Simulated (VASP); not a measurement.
Input of a VASP 6.6.1 run:

File INCAR:

```
PREC = Accurate
ENCUT = 520
EDIFF = 1E-7
ISMEAR = -1
SIGMA = 0.1
LREAL = F
LASPH = T
NELM = 100
ALGO = Normal
ISIF = 2
LWAVE = F
LCHARG = F
GGA = RE
NBANDS = 21
```

Contents of KPOINTS:

```
Automatic mesh
0
Gamma
  13 13 8
```

POSCAR

```
Ge
1.0
    3.2043800248      0.0000000000      0.0000000000
   -1.6021900124      2.7750745048      0.0000000000
    0.0000000000      0.0000000000      4.9638358817
Ge
2
Direct
    0.3333333333      0.6666666667      0.2500000000
    0.6666666667      0.3333333333      0.7500000000
```

Potentials or basis: VASP PAW PBE potentials, release 64 (Ge_d).

Run with:

```sh
$ cat potpaw_PBE.64/Ge_d/POTCAR > POTCAR
$ mpirun -np 1 vasp_std > vasp.out
```

**Question.** What does it give for the band gap on the k mesh?

**Answer.** Zero (band 14 reaches 10.76 eV, above the bottom of band 15 at 3.20 eV).

**Question.** Estimate the pressure.

**Answer.** -4.9 GPa.

Stress tensor (GPa, compression positive):
```
-5.42  0.00  0.00
 0.00 -5.42  0.00
 0.00  0.00 -3.95
```

Caveat: the PAW data sets were made with another functional, which shifts forces and pressure a little.
